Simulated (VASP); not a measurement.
# Sb (P2_1/m) in VASP: further runs

The runs below take Sb through single point, with LDA, r2SCAN.

Everything below comes from runs of VASP 6.6.1. Logs are shortened: lines on timing, memory, paths and dates and some standing lists are left out, and cuts for length are marked.

### Step 1. The cell of the first run

Symmetry: P2_1/m, No. 11, monoclinic system. Conventional cell: a = 3.184 Å, b = 4.433 Å, c = 4.492 Å, α = 90.00°, β = 90.51°, γ = 90.00°. Sb (site symmetry m) has 6 Sb at 3.10 to 3.21 Å within 4.1 Å.

### Step 2. Single point, LDA

File INCAR:

```
SYSTEM = Sb
PREC     = Accurate       ! precision mode
ENCUT    = 520            ! plane-wave cutoff, eV
EDIFF    = 1E-6           ! SCF threshold, eV
ISMEAR   = -1             ! smearing method
SIGMA    = 0.05           ! smearing width, eV
LREAL    = .FALSE.        ! projectors in reciprocal space
LASPH    = .TRUE.         ! aspherical terms in the spheres
NELM     = 80             ! most SCF steps
ALGO     = Normal         ! electronic algorithm
ISIF     = 2              ! what is computed and relaxed
LWAVE    = .FALSE.        ! write WAVECAR
LCHARG   = .FALSE.        ! write CHGCAR
GGA      = CA             ! functional
NBANDS   = 12             ! bands
```

File KPOINTS:

```
regular mesh
0
G
  9 6 6
  0 0 0
```

File POSCAR:

```
Sb
1.0
    3.1836411160      0.0000000000      0.0000000000
    0.0000000000      4.4327850985      0.0000000000
   -0.0396782330      0.0000000000      4.4922631929
Sb
2
Direct
    0.0113890000      0.2500000000      0.2411660000
    0.9886110000      0.7500000000      0.7588340000
```

Potentials or basis: VASP PAW LDA potentials, release 64 (Sb).

Launch:

```console
> cat potpaw_LDA.64/Sb/POTCAR > POTCAR
> mpirun -np 1 vasp_std > vasp.out
```

OUTCAR:

```text
SYSTEM = Sb
   PREC = Accurate
   ENCUT = 520
   EDIFF = 1E-6
   ISMEAR = -1
   LREAL = .FALSE.
   LASPH = .TRUE.
   NELM = 80
   ISIF = 2
   GGA = CA

 ion  position               nearest neighbor table
   1  0.011  0.250  0.241-   2 3.10   2 3.10   2 3.21   2 3.21
   2  0.989  0.750  0.759-   1 3.10   1 3.10   1 3.21   1 3.21

  LATTYP: Found a simple monoclinic cell.
 ALAT       =     3.1836411160
 B/A-ratio  =     1.3923633151
 C/A-ratio  =     1.4111007668
 COS(beta)  =    -0.0088322264

  Lattice vectors:

 A1 = (   3.1836411160,   0.0000000000,   0.0000000000)
 A2 = (   0.0000000000,   4.4327850985,   0.0000000000)
 A3 = (  -0.0396782330,   0.0000000000,   4.4922631929)

Analysis of symmetry for initial positions (statically):
=====================================================================
 Subroutine PRICEL returns:
 Original cell was already a primitive cell.

 Routine SETGRP: Setting up the symmetry group for a
 simple monoclinic supercell.

 Subroutine GETGRP returns: Found  4 space group operations
 (whereof  2 operations were pure point group operations)
 out of a pool of  4 trial point group operations.

The static configuration has the point symmetry S_2 .
 The point group associated with its full space group is C_2h.

Analysis of symmetry for dynamics (positions and initial velocities):
=====================================================================
 Subroutine PRICEL returns:
 Original cell was already a primitive cell.

 Routine SETGRP: Setting up the symmetry group for a
 simple monoclinic supercell.

 Subroutine GETGRP returns: Found  4 space group operations
 (whereof  2 operations were pure point group operations)
 out of a pool of  4 trial point group operations.

The dynamic configuration has the point symmetry S_2 .
 The point group associated with its full space group is C_2h.

 Subroutine INISYM returns: Found  4 space group operations
 (whereof  2 operations are pure point group operations),
 and found     1 'primitive' translations

----------------------------------------------------------------------------------------

                                     Primitive cell

  volume of cell :      63.3966

  direct lattice vectors                    reciprocal lattice vectors
     3.183641116  0.000000000  0.000000000     0.314105756  0.000000000  0.002774361
     0.000000000  4.432785099  0.000000000     0.000000000  0.225591807  0.000000000
    -0.039678233  0.000000000  4.492263193     0.000000000  0.000000000  0.222604945

  length of vectors
     3.183641116  4.432785099  4.492438420     0.314118008  0.225591807  0.222604945

  position of ions in fractional coordinates (direct lattice)
     0.011389000  0.250000000  0.241166000
     0.988611000  0.750000000  0.758834000

  ion indices of the primitive-cell ions
   primitive index   ion index
                 1           1
                 2           2

----------------------------------------------------------------------------------------

 KPOINTS: regular mesh

Automatic generation of k-mesh.
 Grid dimensions read from file:
 generate k-points for:    9    6    6

 Generating k-lattice:

  Cartesian coordinates                     Fractional coordinates (reciprocal lattice)
     0.034900640  0.000000000  0.000308262     0.111111111  0.000000000  0.000000000
     0.000000000  0.037598634  0.000000000     0.000000000  0.166666667  0.000000000
     0.000000000  0.000000000  0.037100824     0.000000000  0.000000000  0.166666667

  Length of vectors
     0.034902001  0.037598634  0.037100824

  Shift w.r.t. Gamma in fractional coordinates (k-lattice)
     0.000000000  0.000000000  0.000000000

 Subroutine IBZKPT returns following result:
 ===========================================

 Found    112 irreducible k-points:

 Following reciprocal coordinates:
            Coordinates               Weight
  0.000000  0.000000  0.000000      1.000000
  0.111111  0.000000  0.000000      2.000000
  0.222222  0.000000  0.000000      2.000000
  0.333333  0.000000  0.000000      2.000000
  0.444444  0.000000  0.000000      2.000000
  0.000000  0.166667  0.000000      2.000000
[... 16 lines left out ...]
  0.222222  0.000000  0.166667      2.000000
  0.333333  0.000000  0.166667      2.000000
 [... further k-points ...]
   k-points           NKPTS =    112   k-points in BZ     NKDIM =    112   number of bands    NBANDS=     12
   number of dos      NEDOS =    301   number of ions     NIONS =      2
   total plane-waves  NPLWV =  31104
   dimension x,y,z NGX =    24 NGY =   36 NGZ =   36
   dimension x,y,z NGXF=    48 NGYF=   72 NGZF=   72
   ions per type =               2
   NGX,Y,Z   is equivalent  to a cutoff of  12.53, 13.50, 13.32 a.u.
   NGXF,Y,Z  is equivalent  to a cutoff of  25.07, 27.00, 26.64 a.u.
 SYSTEM =  Sb
   PREC   = accura    normal or accurate (medium, high low for compatibility)
   ISTART =      0    job   : 0-new  1-cont  2-samecut
   ICHARG =      2    charge: 1-file 2-atom 10-const
   ISPIN  =      1    spin polarized calculation?
   LNONCOLLINEAR =      F non collinear calculations
   LSORBIT =      F    spin-orbit coupling
   LASPH  =      T    aspherical Exc in radial PAW
   ENCUT  =  520.0 eV  38.22 Ry    6.18 a.u.   5.92  8.24  8.35*2*pi/ulx,y,z
   NELM   =     80;   NELMIN=  2; NELMDL= -5     # of ELM steps
   EDIFF  = 0.1E-05   stopping-criterion for ELM
   LREAL  =      F    real-space projection
   EDIFFG = 0.1E-04   stopping-criterion for IOM
   NSW    =      0    number of steps for IOM
   IBRION =     -1    ionic relax: 0-MD 1-quasi-New 2-CG
   NFREE  =      0    steps in history (QN), initial steepest desc. (CG)
   ISIF   =      2    stress and relaxation
   ISYM   =      2    0-nonsym 1-usesym 2-fastsym
   POTIM  = 0.5000    time-step for ionic-motion
   TEBEG  =    0.0;   TEEND  =   0.0 temperature during run
   PSTRESS=    0.0 pullay stress
   NELECT =      10.0000    total number of electrons
   NUPDOWN=      -1.0000    fix difference up-down
   EMIN   =  10.00;   EMAX   =-10.00  energy-range for DOS
   EFERMI =   0.00;   METHOD = LEGACY
   ISMEAR =    -1;   SIGMA  =   0.05  broadening in eV -4-tet -1-fermi 0-gaus
   EFERMI_NEDOS =   21; number of points for ismear=-14 and -15
   IALGO  =     38    algorithm
   IMIX   =      4    mixing-type and parameters
     AMIX     =   0.40;   BMIX     =  1.00
     AMIX_MAG =   1.60;   BMIX_MAG =  1.00
  volume/ion in A,a.u.               =      31.70       213.91
  Fermi-wavevector in a.u.,A,eV,Ry     =   0.884544  1.671546 10.645448  0.782418
  Thomas-Fermi vector in A             =   2.005458
   LORBIT       =      0    0 simple, 1 ext, 2 COOP (PROOUT), +10 PAW based schemes
   GGA     = CA    functional components
   LHFCALC =     F    Hartree Fock is set to
   AEXX    =    0.0000 exact exchange contribution
   IVDW    =     0    specifies the selected vdW correction
   LEPSILON=     F    determine dielectric tensor
   LRPA    =     F    only Hartree local field effects (RPA)
 non-spin polarized calculation
  energy-cutoff  :      520.00
  volume of cell :       63.40
 maximum number of plane-waves:      1725
   NGX = 11   NGY = 17   NGZ = 17

 number of electron      10.0000000 magnetization

 number of electron       9.9999999 magnetization

 Free energy of the ion-electron system (eV)
  ---------------------------------------------------
  ext. energy  EPLUGINS =         0.00000000
  ---------------------------------------------------
  free energy    TOTEN  =        -9.43197217 eV

  energy without entropy =       -9.41869336  energy(sigma->0) =       -9.42533276

 E-fermi :   6.3229     XC(G=0):  -9.5509

 val. band max:        6.3127776318   @ k =  -0.3333   0.1667   0.1667
 cond. band min:       6.3335120825   @ k =   0.4444   0.3333   0.1667
 fundamental gap:      0.0207344507
 Fermi energy:         6.3229469275

 k-point     1 :       0.0000    0.0000    0.0000
  band No.  band energies     occupation
      1      -5.7200      2.00000
      2      -1.1519      2.00000
      3       2.9426      2.00000
      4       3.0647      2.00000
      5       8.5674      0.00000
      6       9.1629      0.00000
      7       9.3714      0.00000
      8       9.5307      0.00000
      9      12.6140      0.00000
     10      13.1513      0.00000
     11      13.1836      0.00000
     12      14.0904      0.00000

 k-point     2 :       0.1111    0.0000    0.0000
  band No.  band energies     occupation
      1      -5.5572      2.00000
      2      -0.9827      2.00000
      3       3.0935      2.00000
      4       3.2155      2.00000
      5       7.4713      0.00000
      6       8.7267      0.00000
      7       9.5264      0.00000
      8       9.6855      0.00000
      9      11.3908      0.00000
     10      13.2821      0.00000
     11      13.8427      0.00000
     12      15.3214      0.00000

 k-point     3 :       0.2222    0.0000    0.0000
  band No.  band energies     occupation
      1      -5.0849      2.00000
      2      -0.4836      2.00000
      3       3.5162      2.00000
      4       3.6379      2.00000
      5       4.9499      2.00000
      6       8.9724      0.00000
      7       9.1967      0.00000
      8       9.9576      0.00000
      9      10.1234      0.00000
     10      13.6645      0.00000
     11      14.1941      0.00000
     12      14.3489      0.00000
[... 286 lines left out ...]
 k-point    23 :       0.2222    0.0000    0.1667
  band No.  band energies     occupation
      1      -4.8938      2.00000
      2      -1.0992      2.00000
      3       3.8761      2.00000
      4       3.9807      2.00000
      5       5.1102      2.00000
      6       8.5975      0.00000
      7       8.8813      0.00000
      8       9.0032      0.00000
      9      10.1190      0.00000
     10      14.2368      0.00000
     11      14.4998      0.00000
     12      14.9940      0.00000

 k-point    24 :       0.3333    0.0000    0.1667
  band No.  band energies     occupation
      1      -4.1869      2.00000
      2      -0.3505      2.00000
      3       2.9176      2.00000
      4       4.4606      2.00000
      5       4.5909      2.00000
      6       6.3593      0.65163
      7       9.4757      0.00000
      8       9.6378      0.00000
      9      10.8234      0.00000
     10      12.3979      0.00000
     11      12.6937      0.00000
     12      15.5344      0.00000

 [... further k-points ...]

------------------------ aborting loop because EDIFF is reached ----------------------------------------

  FORCE on cell =-STRESS in cart. coord.  units (eV):
  Direction    XX          YY          ZZ          XY          YZ          ZX
  --------------------------------------------------------------------------------------
  -------------------------------------------------------------------------------------
  Total       -2.0537611     -2.3431414     -2.3372192      0.0000000      0.0000000      0.0273009
  in kB      -51.9032470    -59.2165508    -59.0668822      0.0000000      0.0000000      0.6899572
  external PRESSURE =     -56.7288933 kB  Pullay stress =       0.0000000 kB

 VOLUME and BASIS-vectors are now :
 -----------------------------------------------------------------------------
  energy-cutoff  :      520.00
  volume of cell :       63.40
      direct lattice vectors                 reciprocal lattice vectors
     3.183641116  0.000000000  0.000000000     0.314105756  0.000000000  0.002774361
     0.000000000  4.432785099  0.000000000     0.000000000  0.225591807  0.000000000
    -0.039678233  0.000000000  4.492263193     0.000000000  0.000000000  0.222604945

 POSITION                                       TOTAL-FORCE (eV/Angst)
 -----------------------------------------------------------------------------------
      0.02669      1.10820      1.08338        -0.039548     -0.000000     -0.054732
      3.11727      3.32459      3.40888         0.039548      0.000000      0.054732
 -----------------------------------------------------------------------------------
    total drift:                               -0.000000      0.000000      0.000000

  FREE ENERGIE OF THE ION-ELECTRON SYSTEM (eV)
  ---------------------------------------------------
  free  energy   TOTEN  =        -9.4319721717 eV

  energy  without entropy=       -9.4186933564  energy(sigma->0) =       -9.42533276
```

It took 74 s on 1 thread of Intel Xeon 8259CL, shared host; peak memory 0.2 GiB.

What came out:

- Free energy: -9.4320 eV
- Pressure: -5.7 GPa
- Largest force: 0.068 eV/Å
- Band gap on the k mesh: zero (band 5 reaches 10.97 eV, above the bottom of band 6 at 3.27 eV)

Forces on the atoms (eV/Å):
```
Sb  -0.040  0.000 -0.055
Sb   0.040  0.000  0.055
```

Levels at points of the mesh, in eV from the Fermi level:
| k point | band 3 | band 4 | band 5 | band 6 | band 7 | band 8 |
| --- | --- | --- | --- | --- | --- | --- |
| (0.00, 0.00, 0.00) | -3.38 | -3.26 | 2.24 | 2.84 | 3.05 | 3.21 |
| (0.00, 0.50, 0.00) | -1.37 | -1.37 | -0.88 | -0.88 | 4.37 | 4.37 |
| (0.00, 0.00, 0.50) | -1.45 | -0.95 | -0.93 | -0.79 | 4.17 | 4.52 |
| (0.00, 0.50, 0.50) | -5.23 | -5.23 | 4.65 | 4.65 | 4.89 | 4.89 |

Caveat: spin-orbit coupling is left out, which moves the levels of the heavy elements.

### Step 3. Single point, r2SCAN

This run uses another cell than the first one, of 28.11 Å³/atom, 0.887 times its volume.

File POSCAR:

```
Sb
1.0
    3.0586616250      0.0000000000      0.0000000000
    0.0000000000      4.2587682402      0.0000000000
   -0.0381205934      0.0000000000      4.3159114163
Sb
2
Direct
    0.0113890000      0.2500000000      0.2411660000
    0.9886110000      0.7500000000      0.7588340000
```

File INCAR.step1:

```
SYSTEM = Sb
ALGO     = Normal         ! electronic algorithm
EDIFF    = 1E-4           ! SCF threshold, eV
ENCUT    = 520            ! plane-wave cutoff, eV
GGA      = PE             ! functional
ISMEAR   = -1             ! smearing method
LASPH    = .TRUE.         ! aspherical terms in the spheres
LCHARG   = .FALSE.        ! write CHGCAR
LREAL    = .FALSE.        ! projectors in reciprocal space
LWAVE    = .TRUE.         ! write WAVECAR
NBANDS   = 12             ! bands
NELM     = 60             ! most SCF steps
PREC     = Accurate       ! precision mode
SIGMA    = 0.05           ! smearing width, eV
```

File INCAR.step2:

```
SYSTEM = Sb
ALGO     = Normal         ! electronic algorithm
EDIFF    = 1E-6           ! SCF threshold, eV
ENCUT    = 520            ! plane-wave cutoff, eV
ISIF     = 2              ! what is computed and relaxed
ISMEAR   = -1             ! smearing method
ISTART   = 1            
LASPH    = .TRUE.         ! aspherical terms in the spheres
LCHARG   = .FALSE.        ! write CHGCAR
LMIXTAU  = .TRUE.       
LREAL    = .FALSE.        ! projectors in reciprocal space
LWAVE    = .FALSE.        ! write WAVECAR
METAGGA  = R2SCAN         ! meta-GGA
NBANDS   = 12             ! bands
NELM     = 60             ! most SCF steps
PREC     = Accurate       ! precision mode
SIGMA    = 0.05           ! smearing width, eV
```

File KPOINTS:

```
k-points
0
G
  9 6 6
  0 0 0
```

Potentials or basis: VASP PAW PBE potentials, release 64 (Sb).

Launch:

```console
> cat potpaw_PBE.64/Sb/POTCAR > POTCAR
> cp INCAR.step1 INCAR
> mpirun -np 1 vasp_std > vasp.out
> cp INCAR.step2 INCAR
> mpirun -np 1 vasp_std > vasp.out
```

It took 3.6 min on 1 thread of Intel Xeon 8259CL, shared host; peak memory 0.21 GiB.

It converged, with:

* Free energy: -51.2341 eV
* Pressure: 3.2 GPa
* Largest force: 0.145 eV/Å
* Band gap on the k mesh: zero (band 5 reaches 13.62 eV, above the bottom of band 6 at 4.14 eV)

Forces in eV/Å, atoms in the order of the input:
```
Sb  -0.041  0.000  0.140
Sb   0.041  0.000 -0.140
```

Stress tensor (GPa, compression positive):
```
3.14 0.00 0.14
0.00 3.23 0.00
0.14 0.00 3.21
```

Levels at points of the mesh, in eV from the Fermi level:
```tsv
k point	band 3	band 4	band 5	band 6	band 7	band 8
(0.00, 0.00, 0.00)	-4.30	-4.16	2.01	3.23	3.48	3.63
(0.00, 0.50, 0.00)	-1.88	-1.88	-1.04	-1.04	5.18	5.18
(0.00, 0.00, 0.50)	-2.00	-1.42	-1.04	-0.89	4.93	5.38
(0.00, 0.50, 0.50)	-6.48	-6.48	5.60	5.60	5.90	5.90
```

Caveat: the PAW data sets were made with another functional, which shifts forces and pressure a little; spin-orbit coupling is left out, which moves the levels of the heavy elements.

(Part 1 of 2 ends here.)
